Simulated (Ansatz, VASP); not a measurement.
# KTaO3: VASP beside Ansatz

The input POSCAR:

```
KTaO3
1.0
    3.9901311030      0.0000000000      0.0000000000
    0.0000000000      3.9901311030      0.0000000000
    0.0000000000      0.0000000000      4.1098350361
K Ta O
1 1 3
Direct
    0.0000000000      0.0000000000      0.0000000000
    0.5000000000      0.5000000000      0.5000000000
    0.5000000000      0.5000000000      0.0000000000
    0.5000000000      0.0000000000      0.5000000000
    0.0000000000      0.5000000000      0.5000000000
```

INCAR.step1

```
PREC = Accurate
ENCUT = 520
EDIFF = 1E-5
ISMEAR = 0
SIGMA = 0.01
LREAL = F
LASPH = T
NELM = 80
ALGO = Normal
ISIF = 2
LWAVE = T
LCHARG = F
GGA = PE
NBANDS = 27
KPAR = 4
```

The input INCAR.step2:

```
PREC = Accurate
ENCUT = 520
EDIFF = 1E-6
ISMEAR = 0
SIGMA = 0.01
LREAL = F
LASPH = T
NELM = 80
ALGO = Normal
ISIF = 2
LWAVE = F
LCHARG = F
GGA = PE
LHFCALC = T
HFSCREEN = 0.2079
PRECFOCK = Fast
ISTART = 1
NBANDS = 27
KPAR = 4
```

KPOINTS

```
Automatic mesh
0
Gamma
  4 4 4
```

Input for Ansatz:

```yaml
crystal:
  lattice:
    - [3.990131103, 0.0, 0.0]
    - [0.0, 3.990131103, 0.0]
    - [0.0, 0.0, 4.1098350361]
  atoms:
    - { symbol: K, position: [0.0, 0.0, 0.0] }
    - { symbol: Ta, position: [0.5, 0.5, 0.5] }
    - { symbol: O, position: [0.5, 0.5, 0.0] }
    - { symbol: O, position: [0.5, 0.0, 0.5] }
    - { symbol: O, position: [0.0, 0.5, 0.5] }
kpoints:
  mp_grid: { grid: [4, 4, 4] }
  band_path:
    path: [[0.0, 0.0, 0.0], [0.0, 0.5, 0.0], [0.5, 0.5, 0.0], [0.5, 0.5, 0.5]]
    npoints: 1
hamiltonian:
  xc: hse06
scf:
  occupations: { method: fixed }
  n_extra_bands: 5
output:
  forces: true
  stress: true
  eigenvalues: true
  write_density: true
  write_potential: true
  elf: true
  volumetric_format: npy
```

Change from the starting cell: uniaxial_z strain +3.0%.

Alike in both runs: task single point; functional HSE06; k mesh 4 × 4 × 4; no spin polarisation.

|  | VASP | Ansatz |
| --- | --- | --- |
| version | VASP 6.6.1 | Ansatz 0.2.0 |
| potentials or method | VASP PAW PBE potentials, release 64 (K_sv, Ta_pv, O) | plane waves, PAW |
| plane-wave cutoff (eV) | 520 | 420 |
| occupations | gaussian, width 0.01 eV | fixed |
| valence electrons in the cell | 38 | 40 |

|  | VASP | Ansatz | Ansatz less VASP |
| --- | --- | --- | --- |
| gap on the k mesh at the Fermi level (eV) | 3.36 | 3.44 | +0.083 |
| pressure (GPa) | -5.8 | -6.1 | -0.23 |
| traceless stress, the component that is largest in VASP (GPa) | -6.36 | -6.29 | +0.063 |

VASP's potentials hold 38 valence electrons a cell and Ansatz's 40, so a difference there can come from the potentials and not from the codes. Ansatz's warnings: stress exchange threshold loose, stress scf threshold loose.

Neither program's run includes spin-orbit coupling.
